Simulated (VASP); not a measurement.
## BN: single point with r2SCAN+D3(BJ)

BN:

```
CELL_PARAMETERS angstrom
2.31480 0.00000 0.00000
0.00000 2.31480 0.00000
0.00000 0.00000 2.31480
ATOMIC_POSITIONS crystal
B 0.00000 0.00000 0.00000
N 0.50000 0.50000 0.50000
```

* Program: VASP 6.6.1
* Task: single point
* Functional: r2SCAN
* Dispersion: D3(BJ)
* Potentials or basis: VASP PAW PBE potentials, release 64 (B, N)
* Cutoff: 520 eV
* k mesh: 8 × 8 × 8
* Occupations: fermi-dirac, width 0.02 eV
* Spin: no spin polarisation
* Dipole correction: no
* Further INCAR settings: ALGO = Normal; EDIFF = 1e-07; NBANDS = 11

The pressure is -3.3 GPa, the band gap on the k mesh is zero (band 4 reaches 10.08 eV, above the bottom of band 5 at 7.17 eV) and the dispersion energy per atom is -0.094 eV.

Levels at points of the mesh, in eV from the Fermi level:
```tsv
k point	band 1	band 2	band 3	band 4	band 5	band 6	band 7	band 8
(0.00, 0.00, 0.00)	-22.59	-2.34	-2.34	-2.34	1.51	12.03	12.03	12.03
(0.50, 0.00, 0.00)	-18.66	-13.57	0.42	0.42	4.55	7.53	7.53	7.79
(0.50, 0.50, 0.00)	-14.73	-10.06	-10.06	-3.93	1.58	9.18	9.18	9.90
(0.50, 0.50, 0.50)	-12.02	-5.26	-5.26	-5.26	-1.48	-1.48	-1.48	3.32
```

Run time: 9.1 s on 1 thread of Intel(R) Xeon(R) 6975P-C (Granite Rapids), with other jobs on the host, peak memory 0.12 GiB.

Caveat: the PAW data sets were made with another functional, which shifts forces and pressure a little; pairwise dispersion overbinds metals, which lowers pressure and volume.
